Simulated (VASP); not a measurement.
Wanted: the native input for a VASP 6.6.1 run.

```yaml
Task: single point
Functional: r2SCAN
Potentials_or_basis: VASP PAW PBE potentials, release 64 (C, Mg)
Cutoff: 520 eV
k_mesh: 6 × 6 × 6
Occupations: gaussian, width 0.01 eV
Spin: no spin polarisation
Dipole_correction: no
Further_INCAR_settings: ALGO = Normal; EDIFF = 1e-06; NBANDS = 11
```

The system is Mg2C.

```
CELL_PARAMETERS angstrom
0.00000 2.65560 2.65560
2.65560 0.00000 2.65560
2.65560 2.65560 0.00000
ATOMIC_POSITIONS crystal
C 0.00000 0.00000 0.00000
Mg 0.25000 0.25000 0.25000
Mg 0.75000 0.75000 0.75000
```

This cell differs from its parent crystal: volume changed by -6%.

These files were run (other wordings do the same):

POSCAR

```
Mg2C
1.0
    0.0000000000      2.6556017251      2.6556017251
    2.6556017251      0.0000000000      2.6556017251
    2.6556017251      2.6556017251      0.0000000000
C Mg
1 2
Direct
    0.0000000000      0.0000000000      0.0000000000
    0.2500000000      0.2500000000      0.2500000000
    0.7500000000      0.7500000000      0.7500000000
```

INCAR.step1

```
SYSTEM = Mg2C
PREC = Accurate
ENCUT = 520
ISMEAR = 0
SIGMA = 0.01
LREAL = .FALSE.
LASPH = .TRUE.
NELM = 100
NBANDS = 11
GGA = PE
ALGO = Normal
EDIFF = 1E-4
LWAVE = .TRUE.
LCHARG = .FALSE.
```

INCAR.step2

```
SYSTEM = Mg2C
PREC = Accurate
ENCUT = 520
EDIFF = 1E-6
ISMEAR = 0
SIGMA = 0.01
LREAL = .FALSE.
LASPH = .TRUE.
NELM = 100
ALGO = Normal
ISIF = 2
LWAVE = .FALSE.
LCHARG = .TRUE.
METAGGA = R2SCAN
LMIXTAU = .TRUE.
LELF = .TRUE.
LVHAR = .TRUE.
NBANDS = 11
ISTART = 1
```

KPOINTS

```
Automatic mesh
0
G
  6 6 6
  0 0 0
```

Potentials or basis: VASP PAW PBE potentials, release 64 (C, Mg).

Run with:

```sh
$ cat potpaw_PBE.64/C/POTCAR potpaw_PBE.64/Mg/POTCAR > POTCAR
$ cp INCAR.step1 INCAR
$ mpirun -np 1 vasp_std > vasp.out
$ cp INCAR.step2 INCAR
$ mpirun -np 1 vasp_std > vasp.out
```

Results of the run:

- Pressure: 6.5 GPa
- Band gap on the k mesh: 1.12 eV, indirect (least direct gap 2.38 eV)

Caveat: the PAW data sets were made with another functional, which shifts forces and pressure a little.

Run time: 32 s on 1 thread of Intel Xeon 6975P-C, with other jobs on the host, peak memory 0.16 GiB.
